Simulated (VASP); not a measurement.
# Rb (I4/mmm) in VASP: notebook

The runs below take Rb through single point, with PBE.

All numbers are computed with VASP 6.6.1; they aren't measurements. Logs are shortened: lines on timing, memory, paths and dates and some standing lists are left out, and cuts for length are marked.

**1. The cell of the first run**

Symmetry: I4/mmm, No. 139, tetragonal system. The conventional cell has a = 5.281 Å, b = 5.281 Å, c = 6.337 Å, α = 90.00°, β = 90.00°, γ = 90.00°.

**2. Single point, PBE**

Input file INCAR:

```
ALGO     = Fast           # electronic algorithm
EDIFF    = 1E-6           # SCF threshold, eV
ENCUT    = 520            # plane-wave cutoff, eV
GGA      = PE             # functional
ISIF     = 2              # what is computed and relaxed
ISMEAR   = 0              # smearing method
LASPH    = True           # aspherical terms in the spheres
LCHARG   = True           # write CHGCAR
LELF     = True           # ELF
LREAL    = False          # projectors in reciprocal space
LVHAR    = True         
LWAVE    = False          # write WAVECAR
NBANDS   = 10             # bands
NELM     = 60             # most SCF steps
PREC     = Accurate       # precision mode
SIGMA    = 0.15           # smearing width, eV
```

Input file KPOINTS:

```
k-points
0
Gamma
  14 14 14
```

Input file POSCAR:

```
Rb
1.0
   -2.6405470970      2.6405470970      3.1686565164
    2.6405470970     -2.6405470970      3.1686565164
    2.6405470970      2.6405470970     -3.1686565164
Rb
1
Direct
    0.0000000000      0.0000000000      0.0000000000
```

Potentials or basis: VASP PAW PBE potentials, release 64 (Rb_sv).

Command:

```sh
$ cat potpaw_PBE.64/Rb_sv/POTCAR > POTCAR
$ mpirun -np 1 vasp_std > vasp.out
```

OUTCAR:

```text
EDIFF = 1E-6
   ENCUT = 520
   GGA = PE
   ISIF = 2
   ISMEAR = 0
   LASPH = True
   LREAL = False
   NELM = 60
   PREC = Accurate

 ion  position               nearest neighbor table
   1  0.000  0.000  0.000-

  LATTYP: Found a body centered tetragonal cell.
 ALAT       =     5.2810941940
 C/A-ratio  =     1.2000000000

  Lattice vectors:

 A1 = (  -2.6405470970,   2.6405470970,   3.1686565164)
 A2 = (   2.6405470970,  -2.6405470970,   3.1686565164)
 A3 = (   2.6405470970,   2.6405470970,  -3.1686565164)

Analysis of symmetry for initial positions (statically):
=====================================================================
 Subroutine PRICEL returns:
 Original cell was already a primitive cell.

 Routine SETGRP: Setting up the symmetry group for a
 body centered tetragonal supercell.

 Subroutine GETGRP returns: Found 16 space group operations
 (whereof 16 operations were pure point group operations)
 out of a pool of 16 trial point group operations.

The static configuration has the point symmetry D_4h.

Analysis of symmetry for dynamics (positions and initial velocities):
=====================================================================
 Subroutine PRICEL returns:
 Original cell was already a primitive cell.

 Routine SETGRP: Setting up the symmetry group for a
 body centered tetragonal supercell.

 Subroutine GETGRP returns: Found 16 space group operations
 (whereof 16 operations were pure point group operations)
 out of a pool of 16 trial point group operations.

The dynamic configuration has the point symmetry D_4h.

 Subroutine INISYM returns: Found 16 space group operations
 (whereof 16 operations are pure point group operations),
 and found     1 'primitive' translations

----------------------------------------------------------------------------------------

                                     Primitive cell

  volume of cell :      88.3737

  direct lattice vectors                    reciprocal lattice vectors
    -2.640547097  2.640547097  3.168656516     0.000000000  0.189354699  0.157795582
     2.640547097 -2.640547097  3.168656516     0.189354699  0.000000000  0.157795582
     2.640547097  2.640547097 -3.168656516     0.189354699  0.189354699  0.000000000

  length of vectors
     4.897485279  4.897485279  4.897485279     0.246484579  0.246484579  0.267787983

  position of ions in fractional coordinates (direct lattice)
     0.000000000  0.000000000  0.000000000

  ion indices of the primitive-cell ions
   primitive index   ion index
                 1           1

----------------------------------------------------------------------------------------

 KPOINTS: k-points

Automatic generation of k-mesh.
 Grid dimensions read from file:
 generate k-points for:   14   14   14

 Generating k-lattice:

  Cartesian coordinates                     Fractional coordinates (reciprocal lattice)
     0.000000000  0.013525336  0.011271113     0.071428571  0.000000000 -0.000000000
     0.013525336  0.000000000  0.011271113     0.000000000  0.071428571 -0.000000000
     0.013525336  0.013525336  0.000000000     0.000000000  0.000000000  0.071428571

  Length of vectors
     0.017606041  0.017606041  0.019127713

  Shift w.r.t. Gamma in fractional coordinates (k-lattice)
     0.000000000  0.000000000  0.000000000

 Subroutine IBZKPT returns following result:
 ===========================================

 Found    244 irreducible k-points:

 Following reciprocal coordinates:
            Coordinates               Weight
  0.000000  0.000000  0.000000      1.000000
  0.071429 -0.000000  0.000000      8.000000
  0.142857 -0.000000  0.000000      8.000000
  0.214286  0.000000 -0.000000      8.000000
  0.285714  0.000000 -0.000000      8.000000
  0.357143  0.000000 -0.000000      8.000000
[... 16 lines left out ...]
  0.214286  0.142857  0.000000     16.000000
  0.285714  0.142857 -0.000000     16.000000
 [... further k-points ...]
   k-points           NKPTS =    244   k-points in BZ     NKDIM =    244   number of bands    NBANDS=     10
   number of dos      NEDOS =    301   number of ions     NIONS =      1
   total plane-waves  NPLWV =  46656
   dimension x,y,z NGX =    36 NGY =   36 NGZ =   36
   dimension x,y,z NGXF=    72 NGYF=   72 NGZF=   72
   ions per type =               1
   NGX,Y,Z   is equivalent  to a cutoff of  12.22, 12.22, 12.22 a.u.
   NGXF,Y,Z  is equivalent  to a cutoff of  24.44, 24.44, 24.44 a.u.
 SYSTEM =  unknown system
   PREC   = accura    normal or accurate (medium, high low for compatibility)
   ISTART =      0    job   : 0-new  1-cont  2-samecut
   ICHARG =      2    charge: 1-file 2-atom 10-const
   ISPIN  =      1    spin polarized calculation?
   LNONCOLLINEAR =      F non collinear calculations
   LSORBIT =      F    spin-orbit coupling
   LASPH  =      T    aspherical Exc in radial PAW
   ENCUT  =  520.0 eV  38.22 Ry    6.18 a.u.   9.11  9.11  9.11*2*pi/ulx,y,z
[... 25 lines left out ...]
   LORBIT       =      0    0 simple, 1 ext, 2 COOP (PROOUT), +10 PAW based schemes
   GGA     = PE    functional components
   LHFCALC =     F    Hartree Fock is set to
   AEXX    =    0.0000 exact exchange contribution
   IVDW    =     0    specifies the selected vdW correction
   LEPSILON=     F    determine dielectric tensor
   LRPA    =     F    only Hartree local field effects (RPA)
 non-spin polarized calculation
 RMM-DIIS sequential band-by-band and
 Gauss-broadening in eV      SIGMA  =   0.15
  energy-cutoff  :      520.00
  volume of cell :       88.37
 maximum number of plane-waves:      2404
   NGX = 19   NGY = 19   NGZ = 19

 number of electron       9.0000000 magnetization

 Free energy of the ion-electron system (eV)
  ---------------------------------------------------
  ext. energy  EPLUGINS =         0.00000000
  ---------------------------------------------------
  free energy    TOTEN  =        -0.94004041 eV

  energy without entropy =       -0.92987080  energy(sigma->0) =       -0.93495560

 E-fermi :   0.0797     XC(G=0):  -5.5368

 val. band max:        0.0786552601   @ k =  -0.2857   0.3571   0.2143
 cond. band min:       0.1007296406   @ k =  -0.2143   0.3571   0.2143
 fundamental gap:      0.0220743805
 Fermi energy:         0.0797309194

 k-point     1 :       0.0000    0.0000    0.0000
  band No.  band energies     occupation
      1     -28.8077      2.00000
      2     -12.8477      2.00000
      3     -12.8477      2.00000
      4     -12.8467      2.00000
      5      -1.9327      2.00000
      6       3.6138      0.00000
      7       3.6138      0.00000
      8       4.1314      0.00000
      9       4.4408      0.00000
     10       5.2481      0.00000

 k-point     2 :       0.0714   -0.0000    0.0000
  band No.  band energies     occupation
      1     -28.8074      2.00000
      2     -12.8527      2.00000
      3     -12.8490      2.00000
      4     -12.8472      2.00000
      5      -1.8733      2.00000
      6       3.5187      0.00000
      7       3.6245      0.00000
      8       4.0727      0.00000
      9       4.4021      0.00000
     10       5.1555      0.00000

 k-point     3 :       0.1429   -0.0000    0.0000
  band No.  band energies     occupation
      1     -28.8068      2.00000
      2     -12.8677      2.00000
      3     -12.8527      2.00000
      4     -12.8477      2.00000
      5      -1.6980      2.00000
      6       3.1773      0.00000
      7       3.6085      0.00000
      8       4.0712      0.00000
      9       4.3818      0.00000
     10       4.9849      0.00000

 k-point     4 :       0.2143    0.0000   -0.0000
  band No.  band energies     occupation
      1     -28.8059      2.00000
      2     -12.8893      2.00000
      3     -12.8579      2.00000
      4     -12.8483      2.00000
      5      -1.4151      2.00000
      6       2.6932      0.00000
      7       3.4950      0.00000
      8       4.1400      0.00000
      9       4.5320      0.00000
     10       4.8747      0.00000
[... 222 lines left out ...]
 k-point    22 :       0.1429    0.1429    0.0000
  band No.  band energies     occupation
      1     -28.8055      2.00000
      2     -12.8949      2.00000
      3     -12.8623      2.00000
      4     -12.8498      2.00000
      5      -1.2881      2.00000
      6       2.6425      0.00000
      7       3.2149      0.00000
      8       4.1861      0.00000
      9       4.4873      0.00000
     10       5.0972      0.00000

 k-point    23 :       0.2143    0.1429    0.0000
  band No.  band energies     occupation
      1     -28.8046      2.00000
      2     -12.9128      2.00000
      3     -12.8700      2.00000
      4     -12.8514      2.00000
      5      -0.9332      2.00000
      6       2.2535      0.00000
      7       2.9594      0.00000
      8       4.2618      0.00000
      9       4.5212      0.00000
     10       5.2708      0.00000

 k-point    24 :       0.2857    0.1429   -0.0000
  band No.  band energies     occupation
      1     -28.8037      2.00000
      2     -12.9293      2.00000
      3     -12.8770      2.00000
      4     -12.8531      2.00000
      5      -0.5000      2.00000
      6       1.7978      0.00000
      7       2.7800      0.00000
      8       4.1096      0.00000
      9       4.7924      0.00000
     10       5.4696      0.00000

 [... further k-points ...]
[... 5 lines left out ...]
  --------------------------------------------------------------------------------------
  -------------------------------------------------------------------------------------
  Total        0.0500610      0.0500610      0.0580148      0.0000000     -0.0000000      0.0000000
  in kB        0.9075842      0.9075842      1.0517839      0.0000000     -0.0000000      0.0000000
  external PRESSURE =       0.9556508 kB  Pullay stress =       0.0000000 kB

 VOLUME and BASIS-vectors are now :
 -----------------------------------------------------------------------------
  energy-cutoff  :      520.00
  volume of cell :       88.37
      direct lattice vectors                 reciprocal lattice vectors
    -2.640547097  2.640547097  3.168656516     0.000000000  0.189354699  0.157795582
     2.640547097 -2.640547097  3.168656516     0.189354699  0.000000000  0.157795582
     2.640547097  2.640547097 -3.168656516     0.189354699  0.189354699  0.000000000

 POSITION                                       TOTAL-FORCE (eV/Angst)
 -----------------------------------------------------------------------------------
      0.00000      0.00000      0.00000        -0.000000     -0.000000      0.000000
 -----------------------------------------------------------------------------------
    total drift:                               -0.000000      0.000000      0.000000

  FREE ENERGIE OF THE ION-ELECTRON SYSTEM (eV)
  ---------------------------------------------------
  free  energy   TOTEN  =        -0.9400404093 eV

  energy  without entropy=       -0.9298707960  energy(sigma->0) =       -0.93495560
```

Wall time 71 s (1 thread of Intel Xeon 6975P-C (Granite Rapids), shared host); peak memory 0.34 GiB.

Results:

```
Free energy : -0.9400 eV
Pressure    : 0.1 GPa
```

Levels at points of the mesh, in eV from the Fermi level:
| k point | band 1 | band 2 | band 3 | band 4 | band 5 | band 6 | band 7 | band 8 | band 9 | band 10 |
| --- | --- | --- | --- | --- | --- | --- | --- | --- | --- | --- |
| (0.00, 0.00, 0.00) | -28.89 | -12.93 | -12.93 | -12.93 | -2.01 | 3.53 | 3.53 | 4.05 | 4.36 | 5.17 |
| (0.50, 0.00, 0.00) | -28.88 | -13.03 | -12.95 | -12.93 | 0.15 | 0.70 | 2.97 | 3.88 | 5.41 | 5.57 |
| (0.50, 0.50, 0.00) | -28.88 | -13.03 | -12.97 | -12.94 | 0.44 | 1.11 | 2.06 | 4.77 | 4.80 | 5.19 |
| (0.50, 0.50, 0.50) | -28.88 | -13.02 | -12.99 | -12.99 | 0.94 | 1.52 | 2.24 | 3.96 | 3.96 | 4.99 |

**3. Single point, PBE**

Input file INCAR:

```
SYSTEM = Rb
ALGO = Fast
EDIFF = 1E-7
ENCUT = 520
GGA = PE
ISIF = 2
ISMEAR = 0
LASPH = .True.
LCHARG = .False.
LREAL = .False.
LWAVE = .False.
NBANDS = 10
NELM = 60
PREC = Accurate
SIGMA = 0.15
```

Input file KPOINTS:

```
k-points
0
Gamma
  14 14 14
  0 0 0
```

Input file POSCAR:

```
Rb
1.0
   -3.0482889548      3.0482889548      2.3776653848
    3.0482889548     -3.0482889548      2.3776653848
    3.0482889548      3.0482889548     -2.3776653848
Rb
1
Direct
    0.0000000000      0.0000000000      0.0000000000
```

Potentials or basis: VASP PAW PBE potentials, release 64 (Rb_sv).

Command:

```sh
$ cat potpaw_PBE.64/Rb_sv/POTCAR > POTCAR
$ mpirun -np 1 vasp_std > vasp.out
```

Run time: 2.1 min. Hardware: 1 thread of Intel Xeon 6975P-C (Granite Rapids), shared host; peak memory 0.38 GiB.

Results (log left out):

| Quantity | Value |
| --- | --- |
| Free energy | -0.9255 eV |
| Pressure | 0.1 GPa |

Stress tensor (GPa, compression positive):
```
-0.02  0.00  0.00
 0.00 -0.02  0.00
 0.00  0.00  0.44
```

Levels at points of the mesh, in eV from the Fermi level:
```tsv
k point	band 3	band 4	band 5	band 6	band 7	band 8
(0.00, 0.00, 0.00)	-12.94	-12.93	-2.01	2.92	3.73	4.39
(0.50, 0.00, 0.00)	-12.98	-12.96	0.44	1.10	2.23	4.29
(0.50, 0.50, 0.00)	-12.95	-12.94	-0.08	0.45	3.68	3.71
(0.50, 0.50, 0.50)	-13.03	-12.97	0.95	1.40	2.56	2.56
```

**4. Single point, PBE**

Input file INCAR:

```
PREC = Accurate
ENCUT = 520
EDIFF = 1E-7
ISMEAR = 0
SIGMA = 0.15
LREAL = False
LASPH = True
NELM = 80
ALGO = Fast
ISIF = 2
LWAVE = False
LCHARG = False
GGA = PE
NBANDS = 10
```

Input file KPOINTS:

```
regular mesh
0
Gamma
  14 14 14
```

Input file POSCAR:

```
Rb
1.0
   -2.5710264778      2.5710264778      3.3423344211
    2.5710264778     -2.5710264778      3.3423344211
    2.5710264778      2.5710264778     -3.3423344211
Rb
1
Direct
    0.0000000000      0.0000000000      0.0000000000
```

Command:

```sh
$ cat potpaw_PBE.64/Rb_sv/POTCAR > POTCAR
$ mpirun -np 1 vasp_std > vasp.out
```

Run time: 2.1 min. Hardware: 1 thread of Intel Xeon 6975P-C (Granite Rapids), shared host; peak memory 0.37 GiB.

It converged, with:

* Free energy: -0.9408 eV
* Pressure: 0.1 GPa

Levels at points of the mesh, in eV from the Fermi level:
| k point | band 3 | band 4 | band 5 | band 6 | band 7 | band 8 |
| --- | --- | --- | --- | --- | --- | --- |
| (0.00, 0.00, 0.00) | -12.93 | -12.93 | -2.01 | 3.55 | 3.55 | 3.83 |
| (0.50, 0.00, 0.00) | -12.95 | -12.93 | 0.14 | 0.68 | 3.17 | 3.65 |
| (0.50, 0.50, 0.00) | -12.97 | -12.95 | 0.52 | 1.27 | 1.92 | 4.67 |
| (0.50, 0.50, 0.50) | -12.97 | -12.97 | 0.78 | 1.66 | 1.83 | 4.25 |

**5. Single point, PBE**

Input file INCAR:

```
SYSTEM = Rb
ALGO     = Fast           ! electronic algorithm
EDIFF    = 1E-7           ! SCF threshold, eV
ENCUT    = 520            ! plane-wave cutoff, eV
GGA      = PE             ! functional
ISIF     = 2              ! what is computed and relaxed
ISMEAR   = 0              ! smearing method
LASPH    = .TRUE.         ! aspherical terms in the spheres
LCHARG   = .FALSE.        ! write CHGCAR
LREAL    = .FALSE.        ! projectors in reciprocal space
LWAVE    = .FALSE.        ! write WAVECAR
NBANDS   = 10             ! bands
NELM     = 80             ! most SCF steps
PREC     = Accurate       ! precision mode
SIGMA    = 0.15           ! smearing width, eV
```

Input file KPOINTS:

```
k-points
0
G
  14 14 14
  0 0 0
```

Input file POSCAR:

```
Rb
1.0
   -2.8850835259      2.8850835259      2.6542768438
    2.8850835259     -2.8850835259      2.6542768438
    2.8850835259      2.8850835259     -2.6542768438
Rb
1
Direct
    0.0000000000      0.0000000000      0.0000000000
```

Command:

```sh
$ cat potpaw_PBE.64/Rb_sv/POTCAR > POTCAR
$ mpirun -np 1 vasp_std > vasp.out
```

It took 82 s on 1 thread of Intel Xeon 6975P-C (Granite Rapids), shared host; peak memory 0.34 GiB.

The run converged. Its results:

```
Free energy : -0.9395 eV
Pressure    : 0.1 GPa
```

Levels at points of the mesh, in eV from the Fermi level:
```tsv
k point	band 1	band 2	band 3	band 4	band 5	band 6	band 7	band 8	band 9	band 10
(0.00, 0.00, 0.00)	-28.89	-12.93	-12.93	-12.93	-2.01	3.43	3.88	3.88	4.35	4.96
(0.50, 0.00, 0.00)	-28.88	-13.03	-12.97	-12.93	0.29	0.88	2.45	4.36	5.12	5.50
(0.50, 0.50, 0.00)	-28.88	-13.03	-12.96	-12.93	0.13	0.67	2.92	4.11	5.07	5.52
(0.50, 0.50, 0.50)	-28.88	-13.01	-13.01	-12.99	1.13	1.34	3.06	3.06	3.91	4.97
```

**6. Single point, PBE**

Input file INCAR:

```
SYSTEM = Rb
  PREC = Accurate
  ENCUT = 520
  EDIFF = 1E-6
  ISMEAR = 0
  SIGMA = 0.15
  LREAL = .FALSE.
  LASPH = .TRUE.
  NELM = 100
  ALGO = Fast
  ISIF = 2
  LWAVE = .FALSE.
  LCHARG = .TRUE.
  GGA = PE
  LELF = .TRUE.
  LVHAR = .TRUE.
  NBANDS = 10
```

Input file KPOINTS:

```
regular mesh
0
G
  14 14 14
  0 0 0
```

Input file POSCAR:

```
Rb
1.0
   -2.7182544331      2.7182544331      2.9900798764
    2.7182544331     -2.7182544331      2.9900798764
    2.7182544331      2.7182544331     -2.9900798764
Rb
1
Direct
    0.0000000000      0.0000000000      0.0000000000
```

Potentials or basis: VASP PAW PBE potentials, release 64 (Rb_sv).

Command:

```sh
$ cat potpaw_PBE.64/Rb_sv/POTCAR > POTCAR
$ mpirun -np 1 vasp_std > vasp.out
```

Wall time 68 s (1 thread of Intel Xeon 6975P-C (Granite Rapids), shared host); peak memory 0.34 GiB.

It converged, with:

```yaml
Free_energy: -0.9400 eV
Pressure: 0.1 GPa
```

Levels at points of the mesh, in eV from the Fermi level:
```csv
k point,band 2,band 3,band 4,band 5,band 6,band 7,band 8,band 9
"(0.00, 0.00, 0.00)",-12.93,-12.93,-12.93,-2.01,3.58,3.58,4.04,4.33
"(0.50, 0.00, 0.00)",-13.03,-12.96,-12.93,0.18,0.74,2.78,4.13,5.28
"(0.50, 0.50, 0.00)",-13.03,-12.97,-12.93,0.34,0.96,2.28,4.55,4.98
"(0.50, 0.50, 0.50)",-13.01,-12.99,-12.99,1.09,1.38,2.73,3.65,3.65
```

**7. The runs side by side**

| cell | further INCAR settings | gap on the mesh (eV) | pressure (GPa) |
| --- | --- | --- | --- |
| a = 4.897 Å, angles 114.7, 114.7, 99.4°, 1 atom | ALGO = Fast; EDIFF = 1e-06; NBANDS = 10 | none | 0.1 |
| a = 4.923 Å, angles 103.5, 103.5, 122.2°, 1 atom | ALGO = Fast; EDIFF = 1e-07; NBANDS = 10 | none | 0.1 |
| a = 4.939 Å, angles 117.3, 117.3, 94.8°, 1 atom | ALGO = Fast; EDIFF = 1e-07; NBANDS = 10 | none | 0.1 |
| a = 4.868 Å, angles 107.3, 107.3, 113.9°, 1 atom | ALGO = Fast; EDIFF = 1e-07; NBANDS = 10 | none | 0.1 |
| a = 4.870 Å, angles 112.1, 112.1, 104.2°, 1 atom | ALGO = Fast; EDIFF = 1e-06; NBANDS = 10 | none | 0.1 |

Alike in all rows: task single point; level PBE; potentials or basis VASP PAW PBE potentials, release 64 (Rb_sv); no spin polarisation; k mesh 14 × 14 × 14; cutoff (eV) 520; smearing gaussian 0.15 eV.

Absolute energies hang on the potentials; compare differences alone.
